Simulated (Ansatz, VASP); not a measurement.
**BeS in VASP and in Ansatz**

Contents of INCAR:

```
ALGO = Normal
EDIFF = 1E-6
ENCUT = 600
GGA = PE
GGA_COMPAT = F
ISIF = 2
ISMEAR = 0
LASPH = T
LCHARG = T
LELF = T
LREAL = F
LVHAR = T
LWAVE = F
NBANDS = 11
NELM = 120
PREC = Accurate
SIGMA = 0.01
```

Contents of KPOINTS:

```
k-points
0
Gamma
  8 8 8
```

File POSCAR:

```
BeS
1.0
    0.0000000000      2.4132917425      2.4132917425
    2.4132917425      0.0000000000      2.4132917425
    2.4132917425      2.4132917425      0.0000000000
Be S
1 1
Direct
    0.0000000000      0.0000000000      0.0000000000
    0.2500000000      0.2500000000      0.2500000000
```

Input for Ansatz:

```yaml
crystal:
  lattice:
    - [0.0, 2.4132917425, 2.4132917425]
    - [2.4132917425, 0.0, 2.4132917425]
    - [2.4132917425, 2.4132917425, 0.0]
  atoms:
    - { symbol: Be, position: [0.0, 0.0, 0.0] }
    - { symbol: S, position: [0.25, 0.25, 0.25] }
kpoints:
  mp_grid: { grid: [8, 8, 8] }
hamiltonian:
  xc: pbe
scf:
  occupations: { method: fixed }
  n_extra_bands: 4
output:
  forces: true
  stress: true
  eigenvalues: true
```

Alike in both runs: task single point; functional PBE; k mesh 8 × 8 × 8; no spin polarisation.

|  | VASP | Ansatz |
| --- | --- | --- |
| version | VASP 6.6.1 | Ansatz 0.2.0 |
| potentials or method | VASP PAW PBE potentials, release 64 (Be, S) | plane waves, PAW |
| plane-wave cutoff (eV) | 600 | 420 |
| occupations | gaussian, width 0.01 eV | fixed |
| valence electrons in the cell | 8 | 8 |

VASP gave:

```
gap on the k mesh at the Fermi level (eV) : 3.08
pressure (GPa)                            : 3.1
```

Task: Which values does Ansatz return?

Result: gap on the k mesh at the Fermi level (eV): 3.08; pressure (GPa): 3.0.
